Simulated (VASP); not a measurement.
# GaP (F-43m) in VASP: further runs

Runs on GaP. Level: PBEsol. Tasks: single point.

Program: VASP 6.6.1. These are calculated values, not measurements. Logs are shortened: lines on timing, memory, paths and dates and some standing lists are left out, and cuts for length are marked.

**1. The cell of the first run**

It takes space group F-43m (No. 216, cubic). Conventional cell: a = 5.312 Å, b = 5.312 Å, c = 5.312 Å, α = 90.00°, β = 90.00°, γ = 90.00°. Within 3.0 Å of Ga (site symmetry -43m) lie 4 P at 2.30 Å. Within 3.0 Å of P (site symmetry -43m) lie 4 Ga at 2.30 Å.

**2. Single point, PBEsol**

INCAR

```
SYSTEM = GaP
PREC = Accurate
ENCUT = 520
EDIFF = 1E-7
ISMEAR = 0
SIGMA = 0.01
LREAL = .False.
LASPH = .True.
NELM = 60
ALGO = Normal
ISIF = 2
LWAVE = .False.
LCHARG = .False.
GGA = PS
NBANDS = 16
```

KPOINTS

```
Automatic mesh
0
Gamma
  8 8 8
  0 0 0
```

POSCAR

```
GaP
1.0
    0.0000000000      2.6562080429      2.6562080429
    2.6562080429      0.0000000000      2.6562080429
    2.6562080429      2.6562080429      0.0000000000
Ga P
1 1
Direct
    0.0000000000      0.0000000000      0.0000000000
    0.7500000000      0.7500000000      0.7500000000
```

Potentials or basis: VASP PAW PBE potentials, release 64 (Ga_d, P).

On the command line:

```console
> cat potpaw_PBE.64/Ga_d/POTCAR potpaw_PBE.64/P/POTCAR > POTCAR
> mpirun -np 1 vasp_std > vasp.out
```

OUTCAR:

```text
SYSTEM = GaP
   PREC = Accurate
   ENCUT = 520
   EDIFF = 1E-7
   ISMEAR = 0
   LREAL = .False.
   LASPH = .True.
   NELM = 60
   ISIF = 2
   GGA = PS

 ion  position               nearest neighbor table
   1  0.000  0.000  0.000-   2 2.30   2 2.30   2 2.30   2 2.30
   2  0.750  0.750  0.750-   1 2.30   1 2.30   1 2.30   1 2.30

  LATTYP: Found a face centered cubic cell.
 ALAT       =     5.3124160858

  Lattice vectors:

 A1 = (   0.0000000000,   2.6562080429,   2.6562080429)
 A2 = (   2.6562080429,   0.0000000000,   2.6562080429)
 A3 = (   2.6562080429,   2.6562080429,   0.0000000000)

Analysis of symmetry for initial positions (statically):
=====================================================================
 Subroutine PRICEL returns:
 Original cell was already a primitive cell.

 Routine SETGRP: Setting up the symmetry group for a
 face centered cubic supercell.

 Subroutine GETGRP returns: Found 24 space group operations
 (whereof 24 operations were pure point group operations)
 out of a pool of 48 trial point group operations.

The static configuration has the point symmetry T_d .

Analysis of symmetry for dynamics (positions and initial velocities):
=====================================================================
 Subroutine PRICEL returns:
 Original cell was already a primitive cell.

 Routine SETGRP: Setting up the symmetry group for a
 face centered cubic supercell.

 Subroutine GETGRP returns: Found 24 space group operations
 (whereof 24 operations were pure point group operations)
 out of a pool of 48 trial point group operations.

The dynamic configuration has the point symmetry T_d .

 Subroutine INISYM returns: Found 24 space group operations
 (whereof 24 operations are pure point group operations),
 and found     1 'primitive' translations

----------------------------------------------------------------------------------------

                                     Primitive cell

  volume of cell :      37.4814

  direct lattice vectors                    reciprocal lattice vectors
     0.000000000  2.656208043  2.656208043    -0.188238267  0.188238267  0.188238267
     2.656208043  0.000000000  2.656208043     0.188238267 -0.188238267  0.188238267
     2.656208043  2.656208043  0.000000000     0.188238267  0.188238267 -0.188238267

  length of vectors
     3.756445439  3.756445439  3.756445439     0.326038243  0.326038243  0.326038243

  position of ions in fractional coordinates (direct lattice)
     0.000000000  0.000000000  0.000000000
     0.750000000  0.750000000  0.750000000

  ion indices of the primitive-cell ions
   primitive index   ion index
                 1           1
                 2           2

----------------------------------------------------------------------------------------

 KPOINTS: Automatic mesh

Automatic generation of k-mesh.
 Grid dimensions read from file:
 generate k-points for:    8    8    8

 Generating k-lattice:

  Cartesian coordinates                     Fractional coordinates (reciprocal lattice)
    -0.023529783  0.023529783  0.023529783     0.125000000  0.000000000  0.000000000
     0.023529783 -0.023529783  0.023529783     0.000000000  0.125000000  0.000000000
     0.023529783  0.023529783 -0.023529783     0.000000000  0.000000000  0.125000000

  Length of vectors
     0.040754780  0.040754780  0.040754780

  Shift w.r.t. Gamma in fractional coordinates (k-lattice)
     0.000000000  0.000000000  0.000000000

 Subroutine IBZKPT returns following result:
 ===========================================

 Found     29 irreducible k-points:

 Following reciprocal coordinates:
            Coordinates               Weight
  0.000000  0.000000  0.000000      1.000000
  0.125000  0.000000  0.000000      8.000000
  0.250000  0.000000  0.000000      8.000000
  0.375000  0.000000  0.000000      8.000000
  0.500000  0.000000  0.000000      4.000000
  0.125000  0.125000  0.000000      6.000000
[... 16 lines left out ...]
  0.500000  0.250000  0.125000     48.000000
 -0.375000  0.250000  0.125000     24.000000
 [... further k-points ...]
   k-points           NKPTS =     29   k-points in BZ     NKDIM =     29   number of bands    NBANDS=     16
   number of dos      NEDOS =    301   number of ions     NIONS =      2
   total plane-waves  NPLWV =  21952
   dimension x,y,z NGX =    28 NGY =   28 NGZ =   28
   dimension x,y,z NGXF=    56 NGYF=   56 NGZF=   56
   ions per type =               1   1
   NGX,Y,Z   is equivalent  to a cutoff of  12.39, 12.39, 12.39 a.u.
   NGXF,Y,Z  is equivalent  to a cutoff of  24.78, 24.78, 24.78 a.u.
 SYSTEM =  GaP
   PREC   = accura    normal or accurate (medium, high low for compatibility)
   ISTART =      0    job   : 0-new  1-cont  2-samecut
   ICHARG =      2    charge: 1-file 2-atom 10-const
   ISPIN  =      1    spin polarized calculation?
   LNONCOLLINEAR =      F non collinear calculations
   LSORBIT =      F    spin-orbit coupling
   LASPH  =      T    aspherical Exc in radial PAW
   ENCUT  =  520.0 eV  38.22 Ry    6.18 a.u.   6.98  6.98  6.98*2*pi/ulx,y,z
   NELM   =     60;   NELMIN=  2; NELMDL= -5     # of ELM steps
   EDIFF  = 0.1E-06   stopping-criterion for ELM
   LREAL  =      F    real-space projection
   EDIFFG = 0.1E-05   stopping-criterion for IOM
   NSW    =      0    number of steps for IOM
   IBRION =     -1    ionic relax: 0-MD 1-quasi-New 2-CG
   NFREE  =      0    steps in history (QN), initial steepest desc. (CG)
   ISIF   =      2    stress and relaxation
   ISYM   =      2    0-nonsym 1-usesym 2-fastsym
   POTIM  = 0.5000    time-step for ionic-motion
   TEBEG  =    0.0;   TEEND  =   0.0 temperature during run
   PSTRESS=    0.0 pullay stress
   NELECT =      18.0000    total number of electrons
   NUPDOWN=      -1.0000    fix difference up-down
   EMIN   =  10.00;   EMAX   =-10.00  energy-range for DOS
   EFERMI =   0.00;   METHOD = LEGACY
   ISMEAR =     0;   SIGMA  =   0.01  broadening in eV -4-tet -1-fermi 0-gaus
   EFERMI_NEDOS =   21; number of points for ismear=-14 and -15
   IALGO  =     38    algorithm
   IMIX   =      4    mixing-type and parameters
     AMIX     =   0.40;   BMIX     =  1.00
     AMIX_MAG =   1.60;   BMIX_MAG =  1.00
  volume/ion in A,a.u.               =      18.74       126.47
  Fermi-wavevector in a.u.,A,eV,Ry     =   1.282016  2.422660 22.362074  1.643566
  Thomas-Fermi vector in A             =   2.414353
   LORBIT       =      0    0 simple, 1 ext, 2 COOP (PROOUT), +10 PAW based schemes
   GGA     = PS    functional components
   LHFCALC =     F    Hartree Fock is set to
   AEXX    =    0.0000 exact exchange contribution
   IVDW    =     0    specifies the selected vdW correction
   LEPSILON=     F    determine dielectric tensor
   LRPA    =     F    only Hartree local field effects (RPA)
 non-spin polarized calculation
 Gauss-broadening in eV      SIGMA  =   0.01
  energy-cutoff  :      520.00
  volume of cell :       37.48
 maximum number of plane-waves:      1036
   NGX = 13   NGY = 13   NGZ = 13

 number of electron      17.9999985 magnetization

 Free energy of the ion-electron system (eV)
  ---------------------------------------------------
  ext. energy  EPLUGINS =         0.00000000
  ---------------------------------------------------
  free energy    TOTEN  =        -9.86618513 eV

  energy without entropy =       -9.86618513  energy(sigma->0) =       -9.86618513

 E-fermi :   5.4675     XC(G=0): -10.3739

 val. band max:        5.3898781497   @ k =   0.0000   0.0000   0.0000
 cond. band min:       6.7360037985   @ k =   0.5000   0.5000   0.0000
 fundamental gap:      1.3461256488
 Fermi energy:         5.4675056948

 k-point     1 :       0.0000    0.0000    0.0000
  band No.  band energies     occupation
      1      -9.3095      2.00000
      2      -9.3095      2.00000
      3      -9.3095      2.00000
      4      -9.1827      2.00000
      5      -9.1827      2.00000
      6      -7.7449      2.00000
[... 8 lines left out ...]
     15      15.2678      0.00000
     16      15.2678      0.00000

 k-point     2 :       0.1250    0.0000    0.0000
  band No.  band energies     occupation
      1      -9.3303      2.00000
      2      -9.3034      2.00000
      3      -9.3034      2.00000
      4      -9.1829      2.00000
      5      -9.1829      2.00000
      6      -7.5183      2.00000
[... 8 lines left out ...]
     15      14.5640      0.00000
     16      15.2507      0.00000

 k-point     3 :       0.2500    0.0000    0.0000
  band No.  band energies     occupation
      1      -9.3727      2.00000
      2      -9.2905      2.00000
      3      -9.2905      2.00000
      4      -9.1813      2.00000
      5      -9.1813      2.00000
      6      -6.8781      2.00000
[... 8 lines left out ...]
     15      14.3749      0.00000
     16      15.3181      0.00000

 k-point     4 :       0.3750    0.0000    0.0000
  band No.  band energies     occupation
      1      -9.4085      2.00000
      2      -9.2808      2.00000
      3      -9.2808      2.00000
      4      -9.1763      2.00000
      5      -9.1763      2.00000
      6      -5.9700      2.00000
[... 8 lines left out ...]
     15      15.6937      0.00000
     16      15.6937      0.00000
[... 324 lines left out ...]
 k-point    22 :       0.3750    0.2500    0.1250
  band No.  band energies     occupation
      1      -9.4008      2.00000
      2      -9.2753      2.00000
      3      -9.2700      2.00000
      4      -9.1981      2.00000
      5      -9.1710      2.00000
      6      -6.3368      2.00000
[... 8 lines left out ...]
     15      16.7900      0.00000
     16      18.1653      0.00000

 k-point    23 :       0.5000    0.2500    0.1250
  band No.  band energies     occupation
      1      -9.4201      2.00000
      2      -9.2707      2.00000
      3      -9.2582      2.00000
      4      -9.1953      2.00000
      5      -9.1713      2.00000
      6      -5.4771      2.00000
[... 8 lines left out ...]
     15      17.2533      0.00000
     16      18.4762      0.00000

 k-point    24 :      -0.3750    0.2500    0.1250
  band No.  band energies     occupation
      1      -9.4272      2.00000
      2      -9.2702      2.00000
      3      -9.2541      2.00000
      4      -9.1905      2.00000
      5      -9.1735      2.00000
      6      -4.9316      2.00000
[... 8 lines left out ...]
     15      17.5496      0.00000
     16      18.2882      0.00000

 [... further k-points ...]

------------------------ aborting loop because EDIFF is reached ----------------------------------------

  FORCE on cell =-STRESS in cart. coord.  units (eV):
  Direction    XX          YY          ZZ          XY          YZ          ZX
  --------------------------------------------------------------------------------------
  -------------------------------------------------------------------------------------
  Total        1.6122253      1.6122253      1.6122253      0.0000000      0.0000000     -0.0000000
  in kB       68.9159978     68.9159978     68.9159978      0.0000000      0.0000000     -0.0000000
  external PRESSURE =      68.9159978 kB  Pullay stress =       0.0000000 kB

 VOLUME and BASIS-vectors are now :
 -----------------------------------------------------------------------------
  energy-cutoff  :      520.00
  volume of cell :       37.48
      direct lattice vectors                 reciprocal lattice vectors
     0.000000000  2.656208043  2.656208043    -0.188238267  0.188238267  0.188238267
     2.656208043  0.000000000  2.656208043     0.188238267 -0.188238267  0.188238267
     2.656208043  2.656208043  0.000000000     0.188238267  0.188238267 -0.188238267

 POSITION                                       TOTAL-FORCE (eV/Angst)
 -----------------------------------------------------------------------------------
      0.00000      0.00000      0.00000         0.000000      0.000000     -0.000000
      3.98431      3.98431      3.98431         0.000000     -0.000000      0.000000
 -----------------------------------------------------------------------------------
    total drift:                               -0.000000     -0.000000     -0.000000

  FREE ENERGIE OF THE ION-ELECTRON SYSTEM (eV)
  ---------------------------------------------------
  free  energy   TOTEN  =        -9.8661851313 eV

  energy  without entropy=       -9.8661851313  energy(sigma->0) =       -9.86618513
```

It took 21 s on 1 thread of Intel Xeon 8259CL, shared host; peak memory 0.16 GiB.

What came out:

```
Free energy            : -9.8662 eV
Pressure               : 6.9 GPa
Band gap on the k mesh : 1.35 eV (least direct gap 2.39 eV)
```

Caveat: the cell stands under pressure; the PAW data sets were made with another functional, which shifts forces and pressure a little.

**3. Single point, PBEsol**

This run uses another cell than the first one, of 18.28 Å³/atom.

INCAR

```
ALGO = Normal
EDIFF = 1E-7
ENCUT = 520
GGA = PS
ISIF = 2
ISMEAR = 0
LASPH = True
LCHARG = False
LREAL = False
LWAVE = False
NBANDS = 16
NELM = 60
PREC = Accurate
SIGMA = 0.01
```

KPOINTS

```
k-points
0
Gamma
  8 8 8
```

POSCAR

```
GaP
1.0
    0.0000000000      2.6343544470      2.6343544470
    2.6343544470      0.0000000000      2.6343544470
    2.6343544470      2.6343544470      0.0000000000
Ga P
1 1
Direct
    0.0000000000      0.0000000000      0.0000000000
    0.7500000000      0.7500000000      0.7500000000
```

Potentials or basis: VASP PAW PBE potentials, release 64 (Ga_d, P).

On the command line:

```console
> cat potpaw_PBE.64/Ga_d/POTCAR potpaw_PBE.64/P/POTCAR > POTCAR
> mpirun -np 1 vasp_std > vasp.out
```

Run time: 23 s. Hardware: 1 thread of Intel Xeon 8259CL, shared host; peak memory 0.16 GiB.

It converged, with:

* Free energy: -9.8183 eV
* Pressure: 9.8 GPa
* Band gap on the k mesh: 1.29 eV (least direct gap 2.60 eV)

Levels at points of the mesh, in eV from the valence-band top:
```csv
k point,band 5,band 6,band 7,band 8,band 9,band 10,band 11,band 12,band 13,band 14
"(0.00, 0.00, 0.00)",-14.63,-13.34,0.00,0.00,0.00,2.60,3.78,3.78,3.78,9.02
"(0.50, 0.00, 0.00)",-14.61,-10.89,-7.33,-1.29,-1.29,1.89,4.60,4.60,8.23,11.52
"(0.50, 0.50, 0.00)",-14.59,-9.84,-7.32,-3.09,-3.09,1.29,1.58,11.31,11.31,12.07
```

Caveat: the cell stands under pressure; the PAW data sets were made with another functional, which shifts forces and pressure a little.
